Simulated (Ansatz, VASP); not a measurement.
This is a calculation of Ge for Ansatz 0.2.0.

Contents of input:

```
crystal:
  lattice:
    - [4.09041, 0.0, 0.0]
    - [-2.0452, 3.5424, 0.0]
    - [0.0, 0.0, 3.32658]
  atoms:
    - { symbol: Ge, position: [0.66667, 0.33333, 0.14086] }
    - { symbol: Ge, position: [0.33333, 0.66667, 0.85914] }
hamiltonian:
  xc: b3lyp
  pseudopotentials: { kind: paw }
kpoints:
  mp_grid: { grid: [4, 4, 4] }
scf:
  occupations: { method: fermi_dirac, width: 0.05 }
output:
  forces: true
  stress: true
  eigenvalues: true
```

**Question.** Set up the same calculation for VASP 6.6.1. Potentials there: VASP PAW PBE potentials, release 64 (Ge_d).

**Answer.** As run (the cutoff follows the program's own potentials):

Contents of POSCAR:

```
Ge
1.0
    4.0904100000      0.0000000000      0.0000000000
   -2.0452000000      3.5424000000      0.0000000000
    0.0000000000      0.0000000000      3.3265800000
Ge
2
Direct
    0.6666700000      0.3333300000      0.1408600000
    0.3333300000      0.6666700000      0.8591400000
```

File INCAR.step1:

```
SYSTEM = Ge
PREC = Accurate ; ENCUT = 410
EDIFF = 1E-5 ; ISMEAR = -1
SIGMA = 0.05 ; LREAL = .False.
LASPH = .True. ; NELM = 120
ALGO = Normal ; ISIF = 2
LWAVE = .True. ; LCHARG = .False.
GGA = PE ; NBANDS = 21
GGA_COMPAT = .False.
```

The input INCAR.step2:

```
SYSTEM = Ge
PREC = Accurate ; ENCUT = 410
EDIFF = 1E-6 ; ISMEAR = -1
SIGMA = 0.05 ; LREAL = .False.
LASPH = .True. ; NELM = 120
ALGO = Normal ; ISIF = 2
LWAVE = .False. ; LCHARG = .False.
GGA = B3 ; LHFCALC = .True.
AEXX = 0.2 ; AGGAX = 0.72
AGGAC = 0.81 ; ALDAC = 0.19
PRECFOCK = Normal ; ISTART = 1
NBANDS = 21 ; GGA_COMPAT = .False.
```

KPOINTS

```
Automatic mesh
0
Gamma
  4 4 4
  0 0 0
```

Potentials or basis: VASP PAW PBE potentials, release 64 (Ge_d).

Command:

```bash
$ cat potpaw_PBE.64/Ge_d/POTCAR > POTCAR
$ cp INCAR.step1 INCAR
$ mpirun -np 1 vasp_std > vasp.out
$ cp INCAR.step2 INCAR
$ mpirun -np 1 vasp_std > vasp.out
```

Both were run:

|  | VASP | Ansatz | Ansatz less VASP |
| --- | --- | --- | --- |
| gap on the k mesh at the Fermi level (eV) | none | none | - |
| rms of the force components (eV/Å) | 0.272 | 0.280 | +0.0073 |

VASP's potentials were made for PBE, not for B3LYP. Atom by atom the forces differ by 0.050 eV/Å (rms over components). A gap of «none» marks a metal or a gap that the smearing closes. With one functional, cell and mesh, what is left measures potentials, basis and numerics.

The k mesh is coarse, so the values compare programs but aren't converged.
